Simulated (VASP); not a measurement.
# LiF (P6_3mc) in VASP: a series of runs

The runs below take LiF through single point, with PBE.

Program: VASP 6.6.1. These are calculated values, not measurements. Logs are shortened: lines on timing, memory, paths and dates and some standing lists are left out, and cuts for length are marked.

## Step 1: The cell of the first run

The structure is hexagonal, space group P6_3mc (No. 186). Conventional cell: a = 3.093 Å, b = 3.093 Å, c = 5.006 Å, α = 90.00°, β = 90.00°, γ = 120.00°. Within 2.4 Å of Li (site symmetry 3m) lie 4 F at 1.82 to 2.14 Å. Within 2.4 Å of F (site symmetry 3m) lie 4 Li at 1.82 to 2.14 Å.

## Step 2: Single point, PBE

INCAR reads:

```
SYSTEM = LiF
PREC = Accurate
ENCUT = 520
EDIFF = 1E-7
ISMEAR = 0
SIGMA = 0.05
LREAL = .FALSE.
LASPH = .TRUE.
NELM = 80
ALGO = Normal
ISIF = 2
LWAVE = .FALSE.
LCHARG = .FALSE.
GGA = PE
NBANDS = 18
```

KPOINTS reads:

```
regular mesh
0
G
  9 9 6
  0 0 0
```

POSCAR reads:

```
LiF
1.0
    3.0932795901      0.0000000000      0.0000000000
   -1.5466397950      2.6788587060      0.0000000000
    0.0000000000      0.0000000000      5.0058543606
Li F
2 2
Direct
    0.3333333333      0.6666666667      0.4218720114
    0.6666666667      0.3333333333      0.9218720114
    0.3333333333      0.6666666667      0.9939266766
    0.6666666667      0.3333333333      0.4939266766
```

Potentials or basis: VASP PAW PBE potentials, release 64 (Li_sv, F).

Run with:

```bash
$ cat potpaw_PBE.64/Li_sv/POTCAR potpaw_PBE.64/F/POTCAR > POTCAR
$ mpirun -np 1 vasp_std > vasp.out
```

OUTCAR:

```text
SYSTEM = LiF
   PREC = Accurate
   ENCUT = 520
   EDIFF = 1E-7
   ISMEAR = 0
   LREAL = .FALSE.
   LASPH = .TRUE.
   NELM = 80
   ISIF = 2
   GGA = PE

 ion  position               nearest neighbor table
   1  0.333  0.667  0.422-   4 1.82   4 1.82   4 1.82   3 2.14
   2  0.667  0.333  0.922-   3 1.82   3 1.82   3 1.82   4 2.14
   3  0.333  0.667  0.994-   2 1.82   2 1.82   2 1.82   1 2.14
   4  0.667  0.333  0.494-   1 1.82   1 1.82   1 1.82   2 2.14

  LATTYP: Found a hexagonal cell.
 ALAT       =     3.0932795901
 C/A-ratio  =     1.6183000000

  Lattice vectors:

 A1 = (   3.0932795901,   0.0000000000,   0.0000000000)
 A2 = (  -1.5466397950,   2.6788587060,   0.0000000000)
 A3 = (   0.0000000000,   0.0000000000,   5.0058543606)

Analysis of symmetry for initial positions (statically):
=====================================================================
 Subroutine PRICEL returns:
 Original cell was already a primitive cell.

 Routine SETGRP: Setting up the symmetry group for a
 hexagonal supercell.

 Subroutine GETGRP returns: Found 12 space group operations
 (whereof  6 operations were pure point group operations)
 out of a pool of 24 trial point group operations.

The static configuration has the point symmetry C_3v.
 The point group associated with its full space group is C_6v.

Analysis of symmetry for dynamics (positions and initial velocities):
=====================================================================
 Subroutine PRICEL returns:
 Original cell was already a primitive cell.

 Routine SETGRP: Setting up the symmetry group for a
 hexagonal supercell.

 Subroutine GETGRP returns: Found 12 space group operations
 (whereof  6 operations were pure point group operations)
 out of a pool of 24 trial point group operations.

The dynamic configuration has the point symmetry C_3v.
 The point group associated with its full space group is C_6v.

 Subroutine INISYM returns: Found 12 space group operations
 (whereof  6 operations are pure point group operations),
 and found     1 'primitive' translations

----------------------------------------------------------------------------------------

                                     Primitive cell

  volume of cell :      41.4808

[... 91 lines left out ...]
   NELM   =     80;   NELMIN=  2; NELMDL= -5     # of ELM steps
   EDIFF  = 0.1E-06   stopping-criterion for ELM
   LREAL  =      F    real-space projection
   EDIFFG = 0.1E-05   stopping-criterion for IOM
   NSW    =      0    number of steps for IOM
   IBRION =     -1    ionic relax: 0-MD 1-quasi-New 2-CG
   NFREE  =      0    steps in history (QN), initial steepest desc. (CG)
   ISIF   =      2    stress and relaxation
   ISYM   =      2    0-nonsym 1-usesym 2-fastsym
   POTIM  = 0.5000    time-step for ionic-motion
   TEBEG  =    0.0;   TEEND  =   0.0 temperature during run
   PSTRESS=    0.0 pullay stress
   NELECT =      20.0000    total number of electrons
   NUPDOWN=      -1.0000    fix difference up-down
   EMIN   =  10.00;   EMAX   =-10.00  energy-range for DOS
   EFERMI =   0.00;   METHOD = LEGACY
   ISMEAR =     0;   SIGMA  =   0.05  broadening in eV -4-tet -1-fermi 0-gaus
   EFERMI_NEDOS =   21; number of points for ismear=-14 and -15
   IALGO  =     38    algorithm
   IMIX   =      4    mixing-type and parameters
     AMIX     =   0.40;   BMIX     =  1.00
     AMIX_MAG =   1.60;   BMIX_MAG =  1.00
  volume/ion in A,a.u.               =      10.37        69.98
  Fermi-wavevector in a.u.,A,eV,Ry     =   1.283716  2.425872 22.421420  1.647928
  Thomas-Fermi vector in A             =   2.415953
   LORBIT       =      0    0 simple, 1 ext, 2 COOP (PROOUT), +10 PAW based schemes
   GGA     = PE    functional components
   LHFCALC =     F    Hartree Fock is set to
   AEXX    =    0.0000 exact exchange contribution
   IVDW    =     0    specifies the selected vdW correction
   LEPSILON=     F    determine dielectric tensor
   LRPA    =     F    only Hartree local field effects (RPA)
 non-spin polarized calculation
 Gauss-broadening in eV      SIGMA  =   0.05
  energy-cutoff  :      520.00
  volume of cell :       41.48
 maximum number of plane-waves:      1134
 NGX is ok and might be reduce to    24
   NGX = 11   NGY = 11   NGZ = 19

 number of electron      19.9999963 magnetization

 Free energy of the ion-electron system (eV)
  ---------------------------------------------------
  ext. energy  EPLUGINS =         0.00000000
  ---------------------------------------------------
  free energy    TOTEN  =       -19.19629070 eV

  energy without entropy =      -19.19629070  energy(sigma->0) =      -19.19629070

 E-fermi :  -2.2842     XC(G=0):  -8.6326

 val. band max:       -2.5551674321   @ k =   0.0000   0.0000   0.0000
 cond. band min:       4.8813384588   @ k =   0.0000   0.0000   0.0000
 fundamental gap:      7.4365058909
 Fermi energy:        -2.2842411118

 k-point     1 :       0.0000    0.0000    0.0000
  band No.  band energies     occupation
      1     -43.2024      2.00000
      2     -43.1766      2.00000
      3     -22.0401      2.00000
      4     -21.7875      2.00000
      5      -4.7761      2.00000
      6      -3.1598      2.00000
[... 481 lines left out ...]
      5      -4.6374      2.00000
      6      -3.9094      2.00000
[... 10 lines left out ...]
     17      15.2242      0.00000
     18      18.1771      0.00000

 [... further k-points ...]

------------------------ aborting loop because EDIFF is reached ----------------------------------------

  FORCE on cell =-STRESS in cart. coord.  units (eV):
  Direction    XX          YY          ZZ          XY          YZ          ZX
  --------------------------------------------------------------------------------------
  -------------------------------------------------------------------------------------
  Total        0.9236394      0.9236394     -0.8697053      0.0000000     -0.0000000      0.0000000
  in kB       35.6751508     35.6751508    -33.5919741      0.0000000     -0.0000000      0.0000000
  external PRESSURE =      12.5861092 kB  Pullay stress =       0.0000000 kB

 VOLUME and BASIS-vectors are now :
 -----------------------------------------------------------------------------
  energy-cutoff  :      520.00
  volume of cell :       41.48
      direct lattice vectors                 reciprocal lattice vectors
     3.093279590  0.000000000  0.000000000     0.323281479  0.186646649  0.000000000
    -1.546639795  2.678858706  0.000000000     0.000000000  0.373293298  0.000000000
     0.000000000  0.000000000  5.005854361     0.000000000  0.000000000  0.199766099

 POSITION                                       TOTAL-FORCE (eV/Angst)
 -----------------------------------------------------------------------------------
     -0.00000      1.78591      2.11183        -0.000000      0.000000     -0.306281
      1.54664      0.89295      4.61476         0.000000     -0.000000     -0.306281
     -0.00000      1.78591      4.97545         0.000000     -0.000000      0.306281
      1.54664      0.89295      2.47253         0.000000      0.000000      0.306281
 -----------------------------------------------------------------------------------
    total drift:                                0.000001      0.000001      0.000433

  FREE ENERGIE OF THE ION-ELECTRON SYSTEM (eV)
  ---------------------------------------------------
  free  energy   TOTEN  =       -19.1962907047 eV

  energy  without entropy=      -19.1962907047  energy(sigma->0) =      -19.19629070
```

OSZICAR:

```text
N       E                     dE             d eps       ncg     rms          rms(c)
DAV:   1     0.121977444017E+03    0.12198E+03   -0.10765E+04  1728   0.119E+03
DAV:   2    -0.101657064104E+02   -0.13214E+03   -0.12931E+03  1984   0.298E+02
DAV:   3    -0.205818586221E+02   -0.10416E+02   -0.10360E+02  3276   0.624E+01
DAV:   4    -0.206695929762E+02   -0.87734E-01   -0.87566E-01  2234   0.721E+00
DAV:   5    -0.206704169029E+02   -0.82393E-03   -0.82370E-03  2130   0.611E-01    0.746E+00
DAV:   6    -0.191318221354E+02    0.15386E+01   -0.44286E+00  1806   0.155E+01    0.232E+00
DAV:   7    -0.191576491418E+02   -0.25827E-01   -0.12457E-01  1942   0.244E+00    0.152E+00
DAV:   8    -0.191962221809E+02   -0.38573E-01   -0.63958E-02  1874   0.243E+00    0.374E-01
DAV:   9    -0.191951244087E+02    0.10978E-02   -0.68384E-03  2370   0.690E-01    0.101E-01
DAV:  10    -0.191962958289E+02   -0.11714E-02   -0.15257E-03  1834   0.263E-01    0.436E-02
DAV:  11    -0.191962870324E+02    0.87965E-05   -0.50424E-05  2330   0.650E-02    0.774E-03
DAV:  12    -0.191962903748E+02   -0.33424E-05   -0.74751E-06  1850   0.199E-02    0.158E-03
DAV:  13    -0.191962905258E+02   -0.15093E-06   -0.21727E-07  2310   0.399E-03    0.626E-04
DAV:  14    -0.191962906911E+02   -0.16531E-06   -0.41089E-08  1438   0.178E-03    0.188E-04
DAV:  15    -0.191962907047E+02   -0.13593E-07   -0.67889E-09  1006   0.618E-04
   1 F= -.19196291E+02 E0= -.19196291E+02  d E =-.105083E-16
```

stdout:

```text
POSCAR found type information on POSCAR LiF
 POSCAR found :  2 types and       4 ions
 scaLAPACK will be used
 LDA part: xc-table for (Slater+PW92), standard interpolation
 POSCAR, INCAR and KPOINTS ok, starting setup
 FFT: planning ... GRIDC
 FFT: planning ... GRID_SOFT
 FFT: planning ... GRID
 WAVECAR not read
 entering main loop
```

Run time: 20 s. Hardware: 1 thread of Intel Xeon Platinum 8488C (Sapphire Rapids), shared host; peak memory 0.16 GiB.

What came out:

* Free energy: -19.1963 eV
* Largest force: 0.306 eV/Å
* Band gap on the k mesh: 7.44 eV

Forces in eV/Å, atoms in the order of the input:
```
Li   0.000  0.000 -0.306
Li   0.000  0.000 -0.306
F    0.000  0.000  0.306
F    0.000  0.000  0.306
```

Caveat: the cutoff is under 1.25 times the usual one of these potentials, so pressure, stress and relaxed cells hold a basis-set (Pulay) error; an odd mesh through Γ misses points on the zone boundary, where band edges can lie.

## Step 3: Single point, PBE

INCAR reads:

```
SYSTEM = LiF
PREC = Accurate
ENCUT = 520
EDIFF = 1E-6
ISMEAR = 0
SIGMA = 0.05
LREAL = .FALSE.
LASPH = .TRUE.
NELM = 80
ALGO = Normal
ISIF = 2
LWAVE = .FALSE.
LCHARG = .TRUE.
GGA = PE
LELF = .TRUE.
LVHAR = .TRUE.
NBANDS = 18
```

KPOINTS reads:

```
Automatic mesh
0
G
  9 9 6
  0 0 0
```

POSCAR: that of step 2 with these lines changed.

```diff
@@ -8,4 +8,4 @@
 Direct
-    0.3333333333      0.6666666667      0.4218720114
-    0.6666666667      0.3333333333      0.9218720114
+    0.3333333333      0.6666666667      0.4014716674
+    0.6666666667      0.3333333333      0.9014716674
     0.3333333333      0.6666666667      0.9939266766
```

Potentials or basis: VASP PAW PBE potentials, release 64 (Li_sv, F).

Run with:

```bash
$ cat potpaw_PBE.64/Li_sv/POTCAR potpaw_PBE.64/F/POTCAR > POTCAR
$ mpirun -np 1 vasp_std > vasp.out
```

Run time: 17 s. Hardware: 1 thread of Intel Xeon Platinum 8488C (Sapphire Rapids), shared host; peak memory 0.16 GiB.

It converged, with:

* Free energy: -19.2553 eV
* Largest force: 0.256 eV/Å
* Band gap on the k mesh: 7.52 eV

Forces in eV/Å, atoms in the order of the input:
```
Li   0.000  0.000 -0.256
Li   0.000  0.000 -0.256
F    0.000  0.000  0.256
F    0.000  0.000  0.256
```

Levels at points of the mesh, in eV from the valence-band top:
| k point | band 6 | band 7 | band 8 | band 9 | band 10 | band 11 | band 12 | band 13 | band 14 | band 15 |
| --- | --- | --- | --- | --- | --- | --- | --- | --- | --- | --- |
| (0.00, 0.00, 0.00) | -0.49 | -0.49 | -0.24 | -0.24 | 0.00 | 7.52 | 11.59 | 14.71 | 18.41 | 18.41 |
| (0.00, 0.00, 0.50) | -1.14 | -0.37 | -0.37 | -0.37 | -0.37 | 9.19 | 9.19 | 16.90 | 16.90 | 18.66 |

Caveat: the cutoff is under 1.25 times the usual one of these potentials, so pressure, stress and relaxed cells hold a basis-set (Pulay) error; an odd mesh through Γ misses points on the zone boundary, where band edges can lie.
